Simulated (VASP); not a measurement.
# Al23N25 (a cell with a defect) in VASP: further runs

The runs below take Al23N25 (a cell with a defect) through single point, with PBE.

All numbers are computed with VASP 6.6.1; they aren't measurements. Logs are shortened: lines on timing, memory, paths and dates and some standing lists are left out, and cuts for length are marked.

### 1 The cell of the first run

The cell holds a defect, 48 atoms: a = 8.023 Å, b = 8.023 Å, c = 8.023 Å, α = 85.02°, β = 85.02°, γ = 85.02°.

### 2 Single point, PBE

INCAR reads:

```
SYSTEM = Al23N25
PREC = Accurate
ENCUT = 520
EDIFF = 1E-6
ISMEAR = 0
SIGMA = 0.01
LREAL = Auto
LASPH = .TRUE.
NELM = 100
ALGO = Normal
ISIF = 2
LWAVE = .FALSE.
LCHARG = .TRUE.
GGA = PE
LELF = .TRUE.
LVHAR = .TRUE.
NBANDS = 127
```

KPOINTS reads:

```
Automatic mesh
0
Gamma
  2 2 2
  0.5 0.5 0.5
```

POSCAR reads:

```
Al23N25
1.0
    3.1302084199     -5.4216800216      5.0180433219
    3.1302084199      5.4216800216      5.0180433219
   -6.2604168399      0.0000000000      5.0180433219
N Al
25 23
Direct
    0.6952228574      0.3618895241      0.5285561908
    0.7804014619      0.4470681285      0.6137347952
    0.1255166097      0.7921832764      0.9588499431
    0.4576282361      0.6274973674      0.7931937241
    0.9608307007      0.6265270575      0.2909615694
    0.2931251076      0.4597179627      0.1252603581
    0.6241292858      0.7946311511      0.4606377469
    0.9598603908      0.1242949027      0.7941640340
    0.2919270247      0.9597917743      0.6263846294
    0.6273044136      0.2907959525      0.9612978178
    0.7930512961      0.9585936914      0.1264584410
    0.1279644845      0.2939710803      0.4574626191
    0.4612905154      0.1279571820      0.2946238487
    0.4425389853      0.2925547507      0.6429761420
    0.7929329433      0.6253644530      0.9538874382
    0.1205541049      0.4595996100      0.7920311196
    0.6258880840      0.4763094753      0.2758723187
    0.9610932998      0.2928342675      0.1254747750
    0.2921414417      0.6277599665      0.4595009342
    0.6261676008      0.9588081084      0.7944266331
    0.9586977863      0.7872207716      0.6262662767
    0.2920332881      0.1250760800      0.9626578372
    0.4584094133      0.7959911706      0.1253666214
    0.8096428086      0.1092056520      0.4592214174
    0.1293245039      0.9586999547      0.2917427467
    0.9992118434      0.6658785100      0.8325451767
    0.3306179968      0.5002685896      0.6650632536
    0.8336019230      0.4983965869      0.1639513302
    0.1667429814      0.3318699863      0.9990325749
    0.4980289423      0.6682681618      0.3318543866
    0.8317299202      0.9972846635      0.6669352563
    0.1656992416      0.8334096481      0.4985366530
    0.4985210533      0.1646956089      0.8349348285
    0.6652033197      0.8323659082      1.0000763147
    1.0016014951      0.1651877199      0.3313622756
    0.3343987170      1.0010653836      0.1677320503
    0.6544352804      0.4989986794      0.8450199136
    1.0005866545      0.8347794974      0.1651805893
    0.3318472559      0.6672533212      1.0014461641
    0.8323320127      0.6783532469      0.4877686138
    0.1676995095      0.5000490520      0.3316579647
    0.4983246313      0.8343661761      0.6667157187
    0.8333823853      0.1649912980      1.0010328428
    0.1681128308      0.9985139226      0.8339199879
    0.5019556780      0.3346807848      0.1719223184
    0.6680141181      1.0052556518      0.3352890113
    1.0116865803      0.3211019471      0.6656653461
    0.3385889851      0.1686223447      0.5013474514
```

Potentials or basis: VASP PAW PBE potentials, release 64 (N, Al).

Started as:

```
> cat potpaw_PBE.64/N/POTCAR potpaw_PBE.64/Al/POTCAR > POTCAR
> mpirun -np 1 vasp_std > vasp.out
```

OUTCAR:

```text
SYSTEM = Al23N25
   PREC = Accurate
   ENCUT = 520
   EDIFF = 1E-6
   ISMEAR = 0
   LREAL = Auto
   LASPH = .TRUE.
   NELM = 100
   ISIF = 2
   GGA = PE

 ion  position               nearest neighbor table
   1  0.695  0.362  0.529-   2 1.28
   2  0.780  0.447  0.614-   1 1.28  40 2.09  47 2.09  37 2.09
   3  0.126  0.792  0.959-  39 1.90  38 1.90  44 1.90  26 1.90
   4  0.458  0.627  0.793-  37 1.87  42 1.91  39 1.91  27 1.92
   5  0.961  0.627  0.291-  40 1.87  41 1.91  38 1.91  28 1.92
   6  0.293  0.460  0.125-  39 1.90  41 1.90  29 1.91  45 1.93
   7  0.624  0.795  0.461-  40 1.86  42 1.90  30 1.91  46 1.93
   8  0.960  0.124  0.794-  47 1.87  43 1.91  44 1.91  31 1.92
   9  0.292  0.960  0.626-  44 1.90  42 1.90  32 1.91  48 1.93
  10  0.627  0.291  0.961-  37 1.86  43 1.90  33 1.91  45 1.93
  11  0.793  0.959  0.126-  38 1.90  43 1.90  34 1.91  46 1.93
  12  0.128  0.294  0.457-  47 1.86  41 1.90  35 1.91  48 1.93
  13  0.461  0.128  0.295-  46 1.89  48 1.89  45 1.89  36 1.91
  14  0.443  0.293  0.643-  27 1.84  33 1.84  48 1.87
  15  0.793  0.625  0.954-  37 1.88  26 1.88  34 1.92  28 1.93
  16  0.121  0.460  0.792-  47 1.88  26 1.88  29 1.92  27 1.93
  17  0.626  0.476  0.276-  28 1.84  30 1.84  45 1.87
  18  0.961  0.293  0.125-  29 1.90  28 1.90  35 1.90  43 1.91
[... 39 lines left out ...]
  42  0.498  0.834  0.667-   7 1.90   9 1.90   4 1.91  20 1.91  33 3.08  31 3.08  34 3.09  32 3.09
                            30 3.10  27 3.10  44 3.10  48 3.11  39 3.14  46 3.14  40 3.14  37 3.15
  43  0.833  0.165  0.001-  10 1.90  11 1.90   8 1.91  18 1.91  35 3.08  28 3.08  29 3.09  34 3.09
                            33 3.10  31 3.10  38 3.10  46 3.11  44 3.14  45 3.14  37 3.14  47 3.15
  44  0.168  0.999  0.834-   9 1.90   3 1.90  22 1.90   8 1.91  47 3.04  33 3.07  29 3.08  36 3.10
                            26 3.10  32 3.10  42 3.10  39 3.11  38 3.11  31 3.12  43 3.14  48 3.15
  45  0.502  0.335  0.172-  17 1.87  13 1.89   6 1.93  10 1.93  37 3.04  28 3.06  30 3.06  46 3.09
                            48 3.09  36 3.10  41 3.11  29 3.13  33 3.14  43 3.14  39 3.15
  46  0.668  0.005  0.335-  24 1.87  13 1.89  11 1.93   7 1.93  40 3.04  31 3.06  35 3.06  48 3.09
                            45 3.09  36 3.10  43 3.11  34 3.13  30 3.14  42 3.14  38 3.15
  47  0.012  0.321  0.666-  12 1.86   8 1.87  16 1.88   2 2.09  44 3.04  48 3.04  27 3.04  29 3.06
                            35 3.07  31 3.08  41 3.14  43 3.15  26 3.17  40 3.35  37 3.35
  48  0.339  0.169  0.501-  14 1.87  13 1.89   9 1.93  12 1.93  47 3.04  27 3.06  33 3.06  46 3.09
                            45 3.09  36 3.10  42 3.11  32 3.13  35 3.14  41 3.14  44 3.15

  LATTYP: Found a trigonal (rhomboedric) cell.
 ALAT       =     8.0233146385
 COS(alpha) =     0.0867490897

  Lattice vectors:

 A1 = (   3.1302084199,  -5.4216800216,   5.0180433219)
 A2 = (   3.1302084199,   5.4216800216,   5.0180433219)
 A3 = (  -6.2604168399,   0.0000000000,   5.0180433219)

Analysis of symmetry for initial positions (statically):
=====================================================================
 Subroutine PRICEL returns:
 Original cell was already a primitive cell.

 Routine SETGRP: Setting up the symmetry group for a
 trigonal (rhombohedral) supercell.

 Subroutine GETGRP returns: Found  3 space group operations
 (whereof  1 operations were pure point group operations)
 out of a pool of 12 trial point group operations.

The static configuration has the point symmetry C_1 .
 The point group associated with its full space group is C_3 .

Analysis of symmetry for dynamics (positions and initial velocities):
=====================================================================
 Subroutine PRICEL returns:
 Original cell was already a primitive cell.

 Routine SETGRP: Setting up the symmetry group for a
 trigonal (rhombohedral) supercell.

 Subroutine GETGRP returns: Found  3 space group operations
 (whereof  1 operations were pure point group operations)
 out of a pool of 12 trial point group operations.

The dynamic configuration has the point symmetry C_1 .
 The point group associated with its full space group is C_3 .

 Subroutine INISYM returns: Found  3 space group operations
 (whereof  1 operations are pure point group operations),
 and found     1 'primitive' translations

----------------------------------------------------------------------------------------

                                     Primitive cell

  volume of cell :     510.9669

  direct lattice vectors                    reciprocal lattice vectors
[... 118 lines left out ...]
  Cartesian coordinates                     Fractional coordinates (reciprocal lattice)
     0.026622295 -0.046111168  0.033213477     0.500000000 -0.000000000  0.000000000
     0.026622295  0.046111168  0.033213477    -0.000000000  0.500000000  0.000000000
    -0.053244591  0.000000000  0.033213477     0.000000000  0.000000000  0.500000000

  Length of vectors
     0.062754454  0.062754454  0.062754454

  Shift w.r.t. Gamma in fractional coordinates (k-lattice)
     0.500000000  0.500000000  0.500000000

 Subroutine IBZKPT returns following result:
 ===========================================

 Found      2 irreducible k-points:

 Following reciprocal coordinates:
            Coordinates               Weight
  0.250000  0.250000  0.250000      2.000000
 -0.250000  0.250000  0.250000      6.000000
   k-points           NKPTS =      2   k-points in BZ     NKDIM =      2   number of bands    NBANDS=    127
   number of dos      NEDOS =    301   number of ions     NIONS =     48
   total plane-waves  NPLWV = 216000
   dimension x,y,z NGX =    60 NGY =   60 NGZ =   60
   dimension x,y,z NGXF=   120 NGYF=  120 NGZF=  120
   ions per type =              25  23
   NGX,Y,Z   is equivalent  to a cutoff of  12.43, 12.43, 12.43 a.u.
   NGXF,Y,Z  is equivalent  to a cutoff of  24.86, 24.86, 24.86 a.u.
 SYSTEM =  Al23N25
   PREC   = accura    normal or accurate (medium, high low for compatibility)
   ISTART =      0    job   : 0-new  1-cont  2-samecut
   ICHARG =      2    charge: 1-file 2-atom 10-const
   ISPIN  =      1    spin polarized calculation?
   LNONCOLLINEAR =      F non collinear calculations
   LSORBIT =      F    spin-orbit coupling
   LASPH  =      T    aspherical Exc in radial PAW
   ENCUT  =  520.0 eV  38.22 Ry    6.18 a.u.  14.92 14.92 14.92*2*pi/ulx,y,z
   NELM   =    100;   NELMIN=  2; NELMDL= -5     # of ELM steps
   EDIFF  = 0.1E-05   stopping-criterion for ELM
   LREAL  =      T    real-space projection
   EDIFFG = 0.1E-04   stopping-criterion for IOM
   NSW    =      0    number of steps for IOM
   IBRION =     -1    ionic relax: 0-MD 1-quasi-New 2-CG
   NFREE  =      0    steps in history (QN), initial steepest desc. (CG)
   ISIF   =      2    stress and relaxation
   ISYM   =      2    0-nonsym 1-usesym 2-fastsym
   POTIM  = 0.5000    time-step for ionic-motion
   TEBEG  =    0.0;   TEEND  =   0.0 temperature during run
   PSTRESS=    0.0 pullay stress
   NELECT =     194.0000    total number of electrons
   NUPDOWN=      -1.0000    fix difference up-down
   EMIN   =  10.00;   EMAX   =-10.00  energy-range for DOS
   EFERMI =   0.00;   METHOD = LEGACY
   ISMEAR =     0;   SIGMA  =   0.01  broadening in eV -4-tet -1-fermi 0-gaus
   EFERMI_NEDOS =   21; number of points for ismear=-14 and -15
   IALGO  =     38    algorithm
   IMIX   =      4    mixing-type and parameters
     AMIX     =   0.40;   BMIX     =  1.00
     AMIX_MAG =   1.60;   BMIX_MAG =  1.00
  volume/ion in A,a.u.               =      10.65        71.84
  Fermi-wavevector in a.u.,A,eV,Ry     =   1.185435  2.240148 19.119676  1.405257
  Thomas-Fermi vector in A             =   2.321629
   LORBIT       =      0    0 simple, 1 ext, 2 COOP (PROOUT), +10 PAW based schemes
   GGA     = PE    functional components
   LHFCALC =     F    Hartree Fock is set to
   AEXX    =    0.0000 exact exchange contribution
   IVDW    =     0    specifies the selected vdW correction
   LEPSILON=     F    determine dielectric tensor
   LRPA    =     F    only Hartree local field effects (RPA)
 non-spin polarized calculation
 Gauss-broadening in eV      SIGMA  =   0.01
  energy-cutoff  :      520.00
  volume of cell :      510.97
 maximum number of plane-waves:     13777
   NGX = 29   NGY = 29   NGZ = 29

 number of electron     193.9999973 magnetization

 Free energy of the ion-electron system (eV)
  ---------------------------------------------------
  ext. energy  EPLUGINS =         0.00000000
  ---------------------------------------------------
  free energy    TOTEN  =      -352.49327653 eV

  energy without entropy =     -352.49327653  energy(sigma->0) =     -352.49327653

 E-fermi :   6.8560     XC(G=0): -10.7903

 val. band max:        6.8078354030   @ k =  -0.2500   0.2500   0.2500
 cond. band min:       8.1613679082   @ k =  -0.2500   0.2500   0.2500
 fundamental gap:      1.3535325052
 Fermi energy:         6.8560142462

 k-point     1 :       0.2500    0.2500    0.2500
  band No.  band energies     occupation
      1     -14.1696      2.00000
      2      -9.0304      2.00000
      3      -8.3813      2.00000
      4      -8.3738      2.00000
      5      -8.2007      2.00000
      6      -7.8969      2.00000
[... 101 lines left out ...]
    108      12.0061      0.00000
    109      12.2896      0.00000

 k-point     2 :      -0.2500    0.2500    0.2500
  band No.  band energies     occupation
      1     -14.1695      2.00000
      2      -8.9898      2.00000
      3      -8.4495      2.00000
      4      -8.4153      2.00000
      5      -8.2668      2.00000
      6      -7.9525      2.00000
[... 101 lines left out ...]
    108      11.8502      0.00000
    109      11.8946      0.00000
 [bands above 109 left out]

------------------------ aborting loop because EDIFF is reached ----------------------------------------

  FORCE on cell =-STRESS in cart. coord.  units (eV):
  Direction    XX          YY          ZZ          XY          YZ          ZX
  --------------------------------------------------------------------------------------
  -------------------------------------------------------------------------------------
  Total        5.3558815      5.3558815     -0.7342840      0.0000000      0.0000000      0.0000000
  in kB       16.7937912     16.7937912     -2.3024056      0.0000000      0.0000000      0.0000000
  external PRESSURE =      10.4283923 kB  Pullay stress =       0.0000000 kB

 VOLUME and BASIS-vectors are now :
 -----------------------------------------------------------------------------
  energy-cutoff  :      520.00
  volume of cell :      510.97
      direct lattice vectors                 reciprocal lattice vectors
     3.130208420 -5.421680022  5.018043322     0.053244591 -0.092222337  0.066426954
     3.130208420  5.421680022  5.018043322     0.053244591  0.092222337  0.066426954
    -6.260416840  0.000000000  5.018043322    -0.106489182  0.000000000  0.066426954

 POSITION                                       TOTAL-FORCE (eV/Angst)
 -----------------------------------------------------------------------------------
     -0.00000     -1.80723      7.95695         0.000000     -0.000000     -0.221067
     -0.00000     -1.80723      9.23924        -0.000000     -0.000000      0.226732
     -3.13021      3.61445      9.41661         0.000000     -0.000000     -0.001760
     -1.56905      0.92098      9.42549         0.001595      0.001758     -0.009484
      3.14722     -1.81249      9.42549         0.000724     -0.002260     -0.009484
      1.57237      0.90321      4.40636        -0.001696     -0.006946      0.001354
[... 40 lines left out ...]
     -3.12565      1.67755      5.01028        -0.003279      0.006323      0.006112
     -1.55097     -0.92150      5.06099        -0.001022     -0.000969     -0.015275
 -----------------------------------------------------------------------------------
    total drift:                               -0.000006     -0.000002      0.025550

  FREE ENERGIE OF THE ION-ELECTRON SYSTEM (eV)
  ---------------------------------------------------
  free  energy   TOTEN  =      -352.4932765304 eV

  energy  without entropy=     -352.4932765304  energy(sigma->0) =     -352.49327653
```

It took 6.9 min on 1 thread of AMD EPYC, shared host; peak memory 0.47 GiB.

What came out:

- Free energy: -352.4933 eV
- Pressure: 1.0 GPa
- Largest force: 0.227 eV/Å
- Band gap on the k mesh: 1.35 eV

Forces in eV/Å, atoms in the order of the input:
```
N    0.000  0.000 -0.221
N    0.000  0.000  0.227
N    0.000  0.000 -0.002
N    0.002  0.002 -0.009
N    0.001 -0.002 -0.009
N   -0.002 -0.007  0.001
N    0.003  0.009 -0.007
N   -0.002  0.001 -0.009
N    0.007  0.002  0.001
N   -0.009 -0.002 -0.007
N   -0.005  0.005  0.001
N    0.006 -0.007 -0.007
N    0.000  0.000  0.003
N   -0.002 -0.001 -0.002
N   -0.004  0.000  0.007
N    0.002 -0.004  0.007
N    0.000  0.002 -0.002
N   -0.011  0.002  0.001
N    0.004 -0.011  0.001
N    0.008  0.009  0.001
N    0.002  0.003  0.007
N    0.003 -0.001  0.005
N   -0.003 -0.002  0.005
N    0.002 -0.001 -0.002
N    0.000  0.003  0.005
Al   0.000  0.000  0.000
Al   0.003  0.018  0.007
Al   0.014 -0.011  0.007
Al   0.002  0.003  0.002
Al  -0.004  0.010  0.003
Al  -0.017 -0.007  0.007
Al  -0.004  0.000  0.002
Al  -0.007 -0.008  0.003
Al   0.002 -0.003  0.002
Al   0.010 -0.002  0.003
Al   0.000  0.000 -0.003
Al   0.007  0.000  0.006
Al   0.001 -0.004 -0.003
Al   0.003  0.003 -0.003
Al  -0.004 -0.006  0.006
Al  -0.004  0.006  0.002
Al  -0.003 -0.007  0.002
Al   0.008  0.001  0.002
Al  -0.004  0.001 -0.003
Al   0.000  0.001 -0.015
Al   0.001  0.000 -0.015
Al  -0.003  0.006  0.006
Al  -0.001 -0.001 -0.015
```

Stress tensor (GPa, compression positive):
```
 1.68  0.00  0.00
 0.00  1.68  0.00
 0.00  0.00 -0.23
```

[end of part 1 of 2]
